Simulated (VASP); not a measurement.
Set up this calculation in VASP 6.6.1, as the native input.

```
Task                   : single point
Functional             : PBE
Potentials or basis    : VASP PAW PBE potentials, release 64 (Sc_sv, Al)
Cutoff                 : 520 eV
k mesh                 : 6 × 6 × 2
Occupations            : gaussian, width 0.1 eV
Spin                   : no spin polarisation
Dipole correction      : no
Further INCAR settings : ALGO = Normal; EDIFF = 1e-06; NBANDS = 18
```

The structure of ScAl3 lies in POSCAR:

```
ScAl3
1.0
    2.8402088500      0.0000000000      0.0000000000
   -1.4201044300      2.4596930200      0.0000000000
    0.0000000000      0.0000000000      9.3493594700
Sc Al
1 3
Direct
    0.6666666700      0.3333333300      0.5000000000
    0.3333333300      0.6666666700      0.7500000000
    0.3333333300      0.6666666700      0.2500000000
    0.6666666700      0.3333333300      0.0000000000
```

The input as run:

INCAR

```
  PREC = Accurate
  ENCUT = 520
  EDIFF = 1E-6
  ISMEAR = 0
  SIGMA = 0.1
  LREAL = False
  LASPH = True
  NELM = 60
  ALGO = Normal
  ISIF = 2
  LWAVE = False
  LCHARG = False
  GGA = PE
  NBANDS = 18
```

KPOINTS

```
regular mesh
0
Gamma
  6 6 2
```

Potentials or basis: VASP PAW PBE potentials, release 64 (Sc_sv, Al).

Command:

```bash
$ cat potpaw_PBE.64/Sc_sv/POTCAR potpaw_PBE.64/Al/POTCAR > POTCAR
$ mpirun -np 1 vasp_std > vasp.out
```

It gave:

- Pressure: 11.1 GPa
- Largest force: 0.778 eV/Å
- Band gap on the k mesh: zero (band 10 reaches 8.92 eV, above the bottom of band 11 at 6.51 eV)

Caveat: the k points lie up to 0.43 Å⁻¹ apart.

Run time: 43 s on 1 thread of AMD EPYC 7R13 (shared host), peak memory 0.15 GiB.
